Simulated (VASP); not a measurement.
# CeO2 (Fm-3m) in VASP: further runs, part 2 of 2

VASP 6.6.1. The steps go on from the part before.

**5. Single point, PBEsol, collinear spin, ferromagnetic start**

This run uses another cell than the first one, of 12.65 Å³/atom.

INCAR reads:

```
PREC     = Accurate       # precision mode
ENCUT    = 520            # plane-wave cutoff, eV
EDIFF    = 1E-6           # SCF threshold, eV
ISMEAR   = -1             # smearing method
SIGMA    = 0.05           # smearing width, eV
LREAL    = F              # projectors in reciprocal space
LASPH    = T              # aspherical terms in the spheres
NELM     = 150            # most SCF steps
ALGO     = Normal         # electronic algorithm
ISIF     = 2              # what is computed and relaxed
LWAVE    = F              # write WAVECAR
LCHARG   = T              # write CHGCAR
ISPIN    = 2              # spin polarisation
MAGMOM   = 1 0 0          # initial moments
LORBIT   = 11             # projections on sites
LMAXMIX  = 6              # l up to which the mixer works
GGA      = PS             # functional
LELF     = T              # ELF
LVHAR    = T            
NBANDS   = 23             # bands
```

KPOINTS reads:

```
regular mesh
0
Gamma
  9 9 9
```

POSCAR reads:

```
CeO2
1.0
    0.0000000000      2.6671097099      2.6671097099
    2.6671097099      0.0000000000      2.6671097099
    2.6671097099      2.6671097099      0.0000000000
Ce O
1 2
Direct
    0.0000000000      0.0000000000      0.0000000000
    0.7500000000      0.7500000000      0.7500000000
    0.2500000000      0.2500000000      0.2500000000
```

Potentials or basis: VASP PAW PBE potentials, release 64 (Ce, O).

Command:

```
> cat potpaw_PBE.64/Ce/POTCAR potpaw_PBE.64/O/POTCAR > POTCAR
> mpirun -np 1 vasp_std > vasp.out
```

OUTCAR:

```text
PREC = Accurate
   ENCUT = 520
   EDIFF = 1E-6
   ISMEAR = -1
   LREAL = F
   LASPH = T
   NELM = 150
   ISIF = 2
   ISPIN = 2
   LORBIT = 11
   GGA = PS

 ion  position               nearest neighbor table
   1  0.000  0.000  0.000-   2 2.31   2 2.31   2 2.31   2 2.31   3 2.31   3 2.31   3 2.31   3 2.31

   2  0.750  0.750  0.750-   1 2.31   1 2.31   1 2.31   1 2.31
   3  0.250  0.250  0.250-   1 2.31   1 2.31   1 2.31   1 2.31

  LATTYP: Found a face centered cubic cell.
 ALAT       =     5.3342194198

  Lattice vectors:

 A1 = (   0.0000000000,   2.6671097099,   2.6671097099)
 A2 = (   2.6671097099,   0.0000000000,   2.6671097099)
 A3 = (   2.6671097099,   2.6671097099,   0.0000000000)

Analysis of symmetry for initial positions (statically):
=====================================================================
 Subroutine PRICEL returns:
 Original cell was already a primitive cell.

 Routine SETGRP: Setting up the symmetry group for a
 face centered cubic supercell.

[... 827 lines left out ...]
      6      -8.7637      1.00000
[... 613 lines left out ...]
     22      14.4591      0.00000
     23      16.6756      0.00000

 [... further k-points ...]
[... 5 lines left out ...]
  --------------------------------------------------------------------------------------
  -------------------------------------------------------------------------------------
  Total        1.7733489      1.7733489      1.7733489      0.0000000      0.0000000     -0.0000000
  in kB       74.8776368     74.8776368     74.8776368      0.0000000      0.0000000     -0.0000000
  external PRESSURE =      74.8776368 kB  Pullay stress =       0.0000000 kB

 VOLUME and BASIS-vectors are now :
 -----------------------------------------------------------------------------
  energy-cutoff  :      520.00
  volume of cell :       37.94
      direct lattice vectors                 reciprocal lattice vectors
     0.000000000  2.667109710  2.667109710    -0.187468854  0.187468854  0.187468854
     2.667109710  0.000000000  2.667109710     0.187468854 -0.187468854  0.187468854
     2.667109710  2.667109710  0.000000000     0.187468854  0.187468854 -0.187468854

 POSITION                                       TOTAL-FORCE (eV/Angst)
 -----------------------------------------------------------------------------------
      0.00000      0.00000      0.00000         0.000000      0.000000     -0.000000
      4.00066      4.00066      4.00066         0.000000     -0.000000     -0.000000
      1.33355      1.33355      1.33355        -0.000000      0.000000      0.000000
 -----------------------------------------------------------------------------------
    total drift:                                0.000000      0.000000      0.000000

  FREE ENERGIE OF THE ION-ELECTRON SYSTEM (eV)
  ---------------------------------------------------
  free  energy   TOTEN  =       -27.5110496967 eV

  energy  without entropy=      -27.5110496964  energy(sigma->0) =      -27.51104970

 total charge

# of ion       s       p       d       f       tot
--------------------------------------------------
    1        2.018   5.800   0.970   0.987   9.776
    2        1.575   3.442   0.000   0.000   5.017
    3        1.575   3.442   0.000   0.000   5.017
--------------------------------------------------
tot          5.168  12.685   0.970   0.987  19.810

 magnetization (x)

# of ion       s       p       d       f       tot
--------------------------------------------------
    1       -0.000  -0.000   0.000  -0.000  -0.000
    2       -0.000  -0.000   0.000   0.000  -0.000
    3       -0.000  -0.000   0.000   0.000  -0.000
--------------------------------------------------
tot         -0.000  -0.000   0.000  -0.000  -0.000
```

Wall time 58 s (1 thread of AMD EPYC 9R45 (Zen 5), shared host); peak memory 0.18 GiB.

Results:

```yaml
Free_energy: -27.5110 eV
Pressure: 7.5 GPa
Band_gap_on_the_k_mesh: 2.14 eV (least direct gap 2.21 eV)
Net_moment: 0.00 μB per cell
Valence_electrons_inside_the_program's_atomic_spheres: Ce 9.78; O 5.02
```

Caveat: the magnetic or orbital state may not be the lowest; the cell stands under pressure; the moments typed at the start vanished in this run; the PAW data sets were made with another functional, which shifts forces and pressure a little; spin-orbit coupling is left out, which moves the levels of the heavy elements; an odd mesh through Γ misses points on the zone boundary, where band edges can lie.

**6. Single point, LDA, collinear spin, ferromagnetic start**

INCAR reads:

```
PREC = Accurate
ENCUT = 520
EDIFF = 1E-7
ISMEAR = -1
SIGMA = 0.05
LREAL = False
LASPH = True
NELM = 150
ALGO = Normal
ISIF = 2
LWAVE = False
LCHARG = False
ISPIN = 2
MAGMOM = 1 0 0
LORBIT = 11
LMAXMIX = 6
NBANDS = 23
```

KPOINTS reads:

```
Automatic mesh
0
Gamma
  9 9 9
```

POSCAR reads:

```
CeO2
1.0
    0.0000000000      2.7036500000      2.7036500000
    2.7036500000      0.0000000000      2.7036500000
    2.7036500000      2.7036500000      0.0000000000
Ce O
1 2
Direct
    0.0000000000      0.0000000000      0.0000000000
    0.7500000000      0.7500000000      0.7500000000
    0.2500000000      0.2500000000      0.2500000000
```

Potentials or basis: VASP PAW LDA potentials, release 64 (Ce, O).

Command:

```
> cat potpaw_LDA.64/Ce/POTCAR potpaw_LDA.64/O/POTCAR > POTCAR
> mpirun -np 1 vasp_std > vasp.out
```

It took 1.7 min on 1 thread of AMD EPYC 9R45 (Zen 5), shared host; peak memory 0.17 GiB.

The run converged. Its results:

```
Free energy                                           : -28.8406 eV
Pressure                                              : -4.9 GPa
Band gap on the k mesh                                : 1.94 eV (least direct gap 2.00 eV)
Net moment                                            : 0.00 μB per cell
Valence electrons inside the program's atomic spheres : Ce 9.72; O 4.99
```

Levels at points of the mesh, in eV from the valence-band top:
Spin up:
```tsv
k point	band 10	band 11	band 12	band 13	band 14	band 15
(0.00, 0.00, 0.00)	-0.61	-0.61	-0.61	2.24	2.24	2.24
```
Spin down:
```
           k point  band 10  band 11  band 12  band 13  band 14  band 15
(0.00, 0.00, 0.00)    -0.61    -0.61    -0.61     2.24     2.24     2.24
```

Caveat: the magnetic or orbital state may not be the lowest; the cell stands under tension; the moments typed at the start vanished in this run; spin-orbit coupling is left out, which moves the levels of the heavy elements; an odd mesh through Γ misses points on the zone boundary, where band edges can lie. Expect the measured gap to be larger: semilocal functionals such as LDA lack the derivative discontinuity.

**7. Overview**

| level | potentials or basis | cell | k mesh | cutoff (eV) | grid for exact exchange (PRECFOCK) | share of exact exchange | gap on the mesh (eV) | pressure (GPa) | moment (μB) |
| --- | --- | --- | --- | --- | --- | --- | --- | --- | --- |
| r2SCAN-based global hybrid with 50 % exact exchange | VASP PAW PBE potentials, release 64 (Ce, O) | a = 3.824 Å, angles 60.0°, 3 atoms | 5 × 5 × 5 | 800 | Normal | 0.5 | 7.56 | -6.3 | 0.00 |
| LDA | VASP PAW LDA potentials, release 64 (Ce, O) | a = 3.745 Å, angles 60.0°, 3 atoms | 9 × 9 × 9 | 520 | - | - | 2.11 | 8.1 | 0.00 |
| LDA | VASP PAW LDA potentials, release 64 (Ce, O) | a = 3.772 Å, angles 60.0°, 3 atoms | 9 × 9 × 9 | 520 | - | - | 2.05 | 3.3 | 0.00 |
| PBEsol | VASP PAW PBE potentials, release 64 (Ce, O) | a = 3.772 Å, angles 60.0°, 3 atoms | 9 × 9 × 9 | 520 | - | - | 2.14 | 7.5 | 0.00 |
| LDA | VASP PAW LDA potentials, release 64 (Ce, O) | a = 3.824 Å, angles 60.0°, 3 atoms | 9 × 9 × 9 | 520 | - | - | 1.94 | -4.9 | 0.00 |

Alike in all rows: task single point; spin collinear, ferromagnetic start; smearing fermi-dirac 0.05 eV.

Caveats: the magnetic or orbital state may not be the lowest; the moments typed at the start vanished in this run; spin-orbit coupling is left out, which moves the levels of the heavy elements; an odd mesh through Γ misses points on the zone boundary, where band edges can lie; the cell stands under pressure (at least some runs); the cell stands under tension (at least some runs); the PAW data sets were made with another functional, which shifts forces and pressure a little (at least some runs).

Total energies depend on the potentials used, so only differences within one code and one set of settings carry meaning.
